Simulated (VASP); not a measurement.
## MgCd2Te3: relaxation of cell and atoms with PBE

The system is MgCd2Te3.

```
Mg Cd Te
1.0
     4.64965    0.00000    0.00000
    -2.32482    4.02671    0.00000
     0.00000    0.00000   11.36259
Mg Cd Te
1 2 3
Direct
  0.33333 0.66667 0.66856
  0.00000 0.00000 0.99755
  0.66667 0.33333 0.33453
  0.00000 0.00000 0.74544
  0.33333 0.66667 0.42063
  0.66667 0.33333 0.08329
```

```yaml
Program: VASP 6.6.1
Task: relaxation of cell and atoms
Functional: PBE
Potentials_or_basis: VASP PAW PBE potentials, release 64 (Mg, Cd, Te)
Cutoff: 600 eV
k_mesh: 6 × 6 × 4
Occupations: gaussian, width 0.02 eV
Spin: no spin polarisation
Dipole_correction: no
Further_INCAR_settings: ALGO = Normal; EDIFF = 1e-06; IBRION = 2; EDIFFG = -0.01; NSW = 100; ISIF = 3
```

* Relaxed volume: 35.72 Å³/atom
* Relaxed cell: a = 4.661 Å, b = 4.661 Å, c = 11.389 Å, α = 90.00°, β = 90.00°, γ = 120.00°
* Space group after relaxing (to 0.1 Å): P3m1 (No. 156)
* Energy gained by relaxing: 0.2 meV/atom
* Ionic steps: 2
* Pressure after relaxing: 0.0 GPa
* Largest force after relaxing: 0.010 eV/Å
* Band gap on the k mesh: 0.98 eV

Forces in eV/Å, atoms in the order of the input:
```
Mg   0.000  0.000 -0.008
Cd   0.000  0.000  0.002
Cd   0.000  0.000  0.010
Te   0.000  0.000  0.002
Te   0.000  0.000  0.002
Te   0.000  0.000 -0.007
```

Step by step:
| step | energy change (eV) | largest force (eV/Å) | pressure (GPa) | volume (Å³) |
| --- | --- | --- | --- | --- |
| 1 | 0.0000 | 0.0122 | 0.23 | 212.74 |
| 2 | -0.0010 | 0.0096 | -0.03 | 214.32 |

Final structure:
```
Mg Cd Te
1.0
     4.66146    0.00000    0.00000
    -2.33073    4.03694    0.00000
     0.00000    0.00000   11.38881
Mg Cd Te
1 2 3
Direct
  0.33333 0.66667 0.66851
  0.00000 0.00000 0.99756
  0.66667 0.33333 0.33458
  0.00000 0.00000 0.74543
  0.33333 0.66667 0.42068
  0.66667 0.33333 0.08324
```

Levels at points of the mesh, in eV from the valence-band top:
| k point | band 18 | band 19 | band 20 | band 21 | band 22 | band 23 | band 24 | band 25 | band 26 |
| --- | --- | --- | --- | --- | --- | --- | --- | --- | --- |
| (0.00, 0.00, 0.00) | -0.41 | -0.41 | -0.07 | 0.00 | 0.00 | 0.98 | 2.02 | 2.58 | 4.80 |
| (0.50, 0.00, 0.00) | -1.57 | -1.48 | -1.34 | -1.00 | -0.85 | 2.65 | 2.71 | 2.84 | 3.31 |
| (0.00, 0.00, 0.50) | -0.81 | -0.31 | -0.31 | -0.07 | -0.07 | 1.82 | 1.91 | 2.62 | 4.69 |
| (0.50, 0.00, 0.50) | -1.81 | -1.45 | -1.32 | -0.66 | -0.65 | 2.04 | 2.94 | 3.04 | 3.77 |

Wall time 2.3 min on 1 thread of Intel(R) Xeon(R) 6975P-C (Granite Rapids), with other jobs on the host, peak memory 0.51 GiB.

Caveat: spin-orbit coupling is left out, which moves the levels of the heavy elements. A k mesh can miss the band edges.
